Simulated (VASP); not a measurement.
# Sn7Se8 (a cell with a defect) in VASP: single point with PBE+D3(BJ)

Aim: the single point of Sn7Se8 (a cell with a defect) with PBE+D3(BJ).

All numbers are computed with VASP 6.6.1; they aren't measurements. Logs are shortened: lines on timing, memory, paths and dates and some standing lists are left out, and cuts for length are marked.

## 1. The cell of the first run

The cell holds a defect, 15 atoms: a = 8.444 Å, b = 8.444 Å, c = 8.444 Å, α = 120.00°, β = 120.00°, γ = 90.00°.

## 2. Single point, PBE+D3(BJ)

INCAR reads:

```
PREC = Accurate
ENCUT = 520
EDIFF = 1E-6
ISMEAR = 0
SIGMA = 0.05
LREAL = Auto
LASPH = T
NELM = 100
ALGO = Normal
ISIF = 2
LWAVE = F
LCHARG = F
GGA = PE
IVDW = 12
NBANDS = 86
```

KPOINTS reads:

```
regular mesh
0
Gamma
  4 4 4
```

POSCAR reads:

```
Sn7Se8
1.0
    0.0000000000      8.4440215827      0.0000000000
   -8.4440215827      0.0000000000      0.0000000000
    4.2220107914     -4.2220107914      5.9710971959
Sn Se
7 8
Direct
    0.6250198659      0.3750198659      0.2500397318
    0.1250198659      0.8750198659      0.2500397318
    0.6249923814      0.8749923814      0.2499847628
    0.6250098492      0.3749494840      0.7499593331
    0.1249494840      0.3749494840      0.7499593331
    0.6250098492      0.8750098492      0.7499593331
    0.1249494840      0.8750098492      0.7499593331
    0.8750075678      0.6250075678      0.7500151356
    0.3837964545      0.6337964545      0.7675929090
    0.8661203517      0.1161203517      0.7322407033
    0.3750075678      0.1250075678      0.7500151356
    0.3838463069      0.6338463069      0.2500364608
    0.8661901539      0.6338463069      0.2500364608
    0.3838463069      0.1161901539      0.2500364608
    0.8661901539      0.1161901539      0.2500364608
```

Potentials or basis: VASP PAW PBE potentials, release 64 (Sn_d, Se).

Started as:

```bash
$ cat potpaw_PBE.64/Sn_d/POTCAR potpaw_PBE.64/Se/POTCAR > POTCAR
$ mpirun -np 1 vasp_std > vasp.out
```

OUTCAR:

```text
PREC = Accurate
   ENCUT = 520
   EDIFF = 1E-6
   ISMEAR = 0
   LREAL = Auto
   LASPH = T
   NELM = 100
   ISIF = 2
   GGA = PE
   IVDW = 12
 IVDW          = 12

 ion  position               nearest neighbor table
   1  0.625  0.375  0.250-   8 2.99  11 2.99  13 2.99  14 2.99  15 2.99  12 2.99
   2  0.125  0.875  0.250-  11 2.99   8 2.99  13 2.99  14 2.99  15 2.99  12 2.99
   3  0.625  0.875  0.250-  10 2.88  15 2.88  14 2.88  13 2.88  12 2.88   9 2.88
   4  0.625  0.375  0.750-   8 2.99  11 2.99  10 2.99  14 2.99   9 2.99  13 2.99
   5  0.125  0.375  0.750-   8 2.99  11 2.99  10 2.99  15 2.99   9 2.99  12 2.99
   6  0.625  0.875  0.750-   8 2.99  11 2.99  10 2.99  12 2.99   9 2.99  15 2.99
   7  0.125  0.875  0.750-  11 2.99   8 2.99  10 2.99  13 2.99   9 2.99  14 2.99
   8  0.875  0.625  0.750-   1 2.99   4 2.99   5 2.99   6 2.99   7 2.99   2 2.99
   9  0.384  0.634  0.768-   3 2.88   5 2.99   4 2.99   7 2.99   6 2.99
  10  0.866  0.116  0.732-   3 2.88   5 2.99   4 2.99   7 2.99   6 2.99
  11  0.375  0.125  0.750-   2 2.99   7 2.99   5 2.99   6 2.99   4 2.99   1 2.99
  12  0.384  0.634  0.250-   3 2.88   6 2.99   1 2.99   2 2.99   5 2.99
  13  0.866  0.634  0.250-   3 2.88   7 2.99   1 2.99   2 2.99   4 2.99
  14  0.384  0.116  0.250-   3 2.88   4 2.99   1 2.99   2 2.99   7 2.99
  15  0.866  0.116  0.250-   3 2.88   5 2.99   1 2.99   2 2.99   6 2.99

  LATTYP: Found a body centered tetragonal cell.
 ALAT       =     8.4440215827
 C/A-ratio  =     1.4142780516

  Lattice vectors:

 A1 = (   4.2220107913,   4.2220107914,  -5.9710971959)
 A2 = (  -4.2220107914,  -4.2220107913,  -5.9710971959)
 A3 = (  -4.2220107913,   4.2220107913,   5.9710971959)

Analysis of symmetry for initial positions (statically):
=====================================================================
 Subroutine PRICEL returns:
 Original cell was already a primitive cell.

 Routine SETGRP: Setting up the symmetry group for a
 body centered tetragonal supercell.

 Subroutine GETGRP returns: Found  8 space group operations
 (whereof  2 operations were pure point group operations)
 out of a pool of 16 trial point group operations.

The static configuration has the point symmetry C_1h.
 The point group associated with its full space group is C_4v.

Analysis of symmetry for dynamics (positions and initial velocities):
=====================================================================
 Subroutine PRICEL returns:
 Original cell was already a primitive cell.

 Routine SETGRP: Setting up the symmetry group for a
 body centered tetragonal supercell.

 Subroutine GETGRP returns: Found  8 space group operations
 (whereof  2 operations were pure point group operations)
 out of a pool of 16 trial point group operations.

The dynamic configuration has the point symmetry C_1h.
 The point group associated with its full space group is C_4v.

 Subroutine INISYM returns: Found  8 space group operations
 (whereof  2 operations are pure point group operations),
 and found     1 'primitive' translations

----------------------------------------------------------------------------------------

                                     Primitive cell

  volume of cell :     425.7482

  direct lattice vectors                    reciprocal lattice vectors
     0.000000000  8.444021583  0.000000000     0.000000000  0.118426983  0.083736704
    -8.444021583  0.000000000  0.000000000    -0.118426983  0.000000000  0.083736704
     4.222010791 -4.222010791  5.971097196     0.000000000  0.000000000  0.167473409

  length of vectors
     8.444021583  8.444021583  8.444214112     0.145040635  0.145040635  0.167473409

  position of ions in fractional coordinates (direct lattice)
     0.625019866  0.375019866  0.250039732
     0.125019866  0.875019866  0.250039732
     0.624992381  0.874992381  0.249984763
     0.625009849  0.374949484  0.749959333
     0.124949484  0.374949484  0.749959333
     0.625009849  0.875009849  0.749959333
     0.124949484  0.875009849  0.749959333
     0.875007568  0.625007568  0.750015136
     0.383796455  0.633796455  0.767592909
     0.866120352  0.116120352  0.732240703
     0.375007568  0.125007568  0.750015136
     0.383846307  0.633846307  0.250036461
     0.866190154  0.633846307  0.250036461
     0.383846307  0.116190154  0.250036461
     0.866190154  0.116190154  0.250036461

[... 38 lines left out ...]

 Subroutine IBZKPT returns following result:
 ===========================================

 Found     13 irreducible k-points:

 Following reciprocal coordinates:
            Coordinates               Weight
  0.000000  0.000000  0.000000      1.000000
  0.250000  0.000000 -0.000000      8.000000
  0.500000  0.000000 -0.000000      4.000000
  0.250000  0.250000 -0.000000      8.000000
  0.500000  0.250000  0.000000     16.000000
 -0.250000  0.250000  0.000000      4.000000
  0.500000  0.500000 -0.000000      2.000000
  0.000000  0.000000  0.250000      2.000000
  0.250000  0.000000  0.250000      8.000000
  0.500000  0.000000  0.250000      4.000000
  0.250000  0.250000  0.250000      4.000000
  0.500000  0.500000  0.250000      2.000000
  0.000000  0.000000  0.500000      1.000000
   k-points           NKPTS =     13   k-points in BZ     NKDIM =     13   number of bands    NBANDS=     86
   number of dos      NEDOS =    301   number of ions     NIONS =     15
   total plane-waves  NPLWV = 262144
   dimension x,y,z NGX =    64 NGY =   64 NGZ =   64
   dimension x,y,z NGXF=   128 NGYF=  128 NGZF=  128
   ions per type =               7   8
   NGX,Y,Z   is equivalent  to a cutoff of  12.60, 12.60, 12.60 a.u.
   NGXF,Y,Z  is equivalent  to a cutoff of  25.20, 25.20, 25.20 a.u.
 SYSTEM =  unknown system
   PREC   = accura    normal or accurate (medium, high low for compatibility)
   ISTART =      0    job   : 0-new  1-cont  2-samecut
   ICHARG =      2    charge: 1-file 2-atom 10-const
   ISPIN  =      1    spin polarized calculation?
   LNONCOLLINEAR =      F non collinear calculations
   LSORBIT =      F    spin-orbit coupling
   LASPH  =      T    aspherical Exc in radial PAW
   ENCUT  =  520.0 eV  38.22 Ry    6.18 a.u.  15.70 15.70 15.70*2*pi/ulx,y,z
   NELM   =    100;   NELMIN=  2; NELMDL= -5     # of ELM steps
   EDIFF  = 0.1E-05   stopping-criterion for ELM
   LREAL  =      T    real-space projection
   EDIFFG = 0.1E-04   stopping-criterion for IOM
   NSW    =      0    number of steps for IOM
   IBRION =     -1    ionic relax: 0-MD 1-quasi-New 2-CG
   NFREE  =      0    steps in history (QN), initial steepest desc. (CG)
   ISIF   =      2    stress and relaxation
   ISYM   =      2    0-nonsym 1-usesym 2-fastsym
   POTIM  = 0.5000    time-step for ionic-motion
   TEBEG  =    0.0;   TEEND  =   0.0 temperature during run
   PSTRESS=    0.0 pullay stress
   NELECT =     146.0000    total number of electrons
   NUPDOWN=      -1.0000    fix difference up-down
   EMIN   =  10.00;   EMAX   =-10.00  energy-range for DOS
   EFERMI =   0.00;   METHOD = LEGACY
   ISMEAR =     0;   SIGMA  =   0.05  broadening in eV -4-tet -1-fermi 0-gaus
   EFERMI_NEDOS =   21; number of points for ismear=-14 and -15
   IALGO  =     38    algorithm
   IMIX   =      4    mixing-type and parameters
     AMIX     =   0.40;   BMIX     =  1.00
     AMIX_MAG =   1.60;   BMIX_MAG =  1.00
  volume/ion in A,a.u.               =      28.38       191.54
  Fermi-wavevector in a.u.,A,eV,Ry     =   1.145886  2.165411 17.865202  1.313055
  Thomas-Fermi vector in A             =   2.282573
   LORBIT       =      0    0 simple, 1 ext, 2 COOP (PROOUT), +10 PAW based schemes
   GGA     = PE    functional components
   LHFCALC =     F    Hartree Fock is set to
   AEXX    =    0.0000 exact exchange contribution
   IVDW    =    12    specifies the selected vdW correction
   LEPSILON=     F    determine dielectric tensor
   LRPA    =     F    only Hartree local field effects (RPA)
 non-spin polarized calculation
 Gauss-broadening in eV      SIGMA  =   0.05
  energy-cutoff  :      520.00
  volume of cell :      425.75
 maximum number of plane-waves:     11575
 NGX is ok and might be reduce to    64
   NGX = 31   NGY = 31   NGZ = 31

 number of electron     146.0000056 magnetization

 Free energy of the ion-electron system (eV)
  ---------------------------------------------------
  ext. energy  EPLUGINS =         0.00000000
  ---------------------------------------------------
  free energy    TOTEN  =       -61.00420129 eV

  energy without entropy =      -61.00275314  energy(sigma->0) =      -61.00347721

 E-fermi :   4.8027     XC(G=0):  -9.2779

 val. band max:        4.7440738238   @ k =   0.0000   0.0000   0.2500
 cond. band min:       4.8520191812   @ k =   0.5000   0.5000  -0.0000
 fundamental gap:      0.1079453574
 Fermi energy:         4.8026735332

 k-point     1 :       0.0000    0.0000    0.0000
  band No.  band energies     occupation
      1     -16.9620      2.00000
      2     -16.9620      2.00000
      3     -16.9412      2.00000
      4     -16.9412      2.00000
      5     -16.9412      2.00000
      6     -16.6866      2.00000
[... 1133 lines left out ...]
     84       8.3744      0.00000
     85       8.3745      0.00000
 [bands above 85 left out]

------------------------ aborting loop because EDIFF is reached ----------------------------------------

 Edisp (eV)   -5.03490

 E8    (eV) :    -2.2542

  FORCE on cell =-STRESS in cart. coord.  units (eV):
  Direction    XX          YY          ZZ          XY          YZ          ZX
  --------------------------------------------------------------------------------------
  -------------------------------------------------------------------------------------
  Total      -4.79225    -4.79225    -4.80183     0.00000     0.00000    -0.00000
  in kB     -18.03422   -18.03422   -18.07027     0.00000     0.00000    -0.00000
  external pressure =      -18.05 kB  Pullay stress =        0.00 kB

 VOLUME and BASIS-vectors are now :
 -----------------------------------------------------------------------------
  energy-cutoff  :      520.00
  volume of cell :      425.75
      direct lattice vectors                 reciprocal lattice vectors
     0.000000000  8.444021583  0.000000000     0.000000000  0.118426983  0.083736704
    -8.444021583  0.000000000  0.000000000    -0.118426983  0.000000000  0.083736704
     4.222010791 -4.222010791  5.971097196     0.000000000  0.000000000  0.167473409

 POSITION                                       TOTAL-FORCE (eV/Angst)
 -----------------------------------------------------------------------------------
     -2.11101      4.22201      1.49301        -0.000000      0.000000     -0.001620
     -6.33302     -0.00000      1.49301        -0.000000      0.000000     -0.001620
     -6.33302      4.22201      1.49268        -0.000000      0.000000     -0.002441
      0.00025      2.11126      4.47808        -0.002811     -0.002811      0.001040
      0.00025     -2.11126      4.47808        -0.002811      0.002811      0.001040
     -4.22227      2.11126      4.47808         0.002811     -0.002811      0.001040
     -4.22227     -2.11126      4.47808         0.002811      0.002811      0.001040
     -2.11101      4.22201      4.47841        -0.000000      0.000000     -0.000410
     -2.11101     -0.00000      4.58337        -0.000000      0.000000     -0.004046
      2.11101      4.22201      4.37228         0.000000     -0.000000      0.004498
      2.11101     -0.00000      4.47841        -0.000000      0.000000     -0.000410
     -4.29656      2.18555      1.49299         0.003727     -0.003727      0.000472
     -4.29656      6.25847      1.49299         0.003727      0.003727      0.000472
      0.07454      2.18555      1.49299        -0.003727     -0.003727      0.000472
      0.07454      6.25847      1.49299        -0.003727      0.003727      0.000472
 -----------------------------------------------------------------------------------
    total drift:                               -0.000001      0.000001      0.002066

  FREE ENERGIE OF THE ION-ELECTRON SYSTEM (eV)
  ---------------------------------------------------
  free  energy   TOTEN  =       -66.0390964324 eV

  energy  without entropy=      -66.0376482806  energy(sigma->0) =      -66.03837236
```

Wall time 13 min (1 thread of Intel Xeon Platinum 8375C at 2.90GHz (Ice Lake), shared host); peak memory 0.7 GiB.

Results:

```yaml
Free_energy: -66.0391 eV
Pressure: -1.8 GPa
Largest_force: 0.005 eV/Å
Band_gap_on_the_k_mesh: zero (band 73 reaches 5.33 eV, above the bottom of band 74 at 4.70 eV)
Dispersion_energy_per_atom: -0.336 eV
```

Forces on the atoms (eV/Å):
```
Sn   0.000  0.000 -0.002
Sn   0.000  0.000 -0.002
Sn   0.000  0.000 -0.002
Sn  -0.003 -0.003  0.001
Sn  -0.003  0.003  0.001
Sn   0.003 -0.003  0.001
Sn   0.003  0.003  0.001
Se   0.000  0.000  0.000
Se   0.000  0.000 -0.004
Se   0.000  0.000  0.004
Se   0.000  0.000  0.000
Se   0.004 -0.004  0.000
Se   0.004  0.004  0.000
Se  -0.004 -0.004  0.000
Se  -0.004  0.004  0.000
```

Levels at points of the mesh, in eV from the Fermi level:
```csv
k point,band 69,band 70,band 71,band 72,band 73,band 74,band 75,band 76,band 77,band 78
"(0.00, 0.00, 0.00)",-1.35,-1.35,-0.68,0.22,0.53,0.53,0.53,0.85,0.85,0.85
"(0.50, 0.00, 0.00)",-1.63,-1.47,-1.47,-1.20,-0.74,0.14,1.82,2.72,2.72,2.73
"(0.50, 0.50, 0.00)",-1.07,-0.51,-0.36,-0.12,-0.12,0.05,1.42,1.44,1.69,1.69
"(0.00, 0.00, 0.50)",-1.07,-0.51,-0.36,-0.12,-0.12,0.05,1.42,1.44,1.69,1.69
```

Caveat: spin-orbit coupling is left out, which moves the levels of the heavy elements.
